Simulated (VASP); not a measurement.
Here is a VASP 6.6.1 calculation.

File INCAR:

```
ALGO = Normal
EDIFF = 1E-6
ENCUT = 500
GGA = PE
GGA_COMPAT = F
ISIF = 2
ISMEAR = 0
LASPH = T
LCHARG = F
LREAL = F
LWAVE = F
NBANDS = 16
NELM = 120
PREC = Accurate
SIGMA = 0.1
```

File KPOINTS:

```
k-points
0
Gamma
  14 14 14
```

File POSCAR:

```
AlRu
1.0
    2.9700000000      0.0000000000      0.0000000000
    0.0000000000      2.9700000000      0.0000000000
    0.0000000000      0.0000000000      2.9700000000
Ru Al
1 1
Direct
    0.0000000000      0.0000000000      0.0000000000
    0.5000000000      0.5000000000      0.5000000000
```

Potentials or basis: VASP PAW PBE potentials, release 64 (Ru_pv, Al).

The run is started by

```sh
$ cat potpaw_PBE.64/Ru_pv/POTCAR potpaw_PBE.64/Al/POTCAR > POTCAR
$ mpirun -np 1 vasp_std > vasp.out
```

Problem. What does it give for the pressure?

Solution. 7.5 GPa.
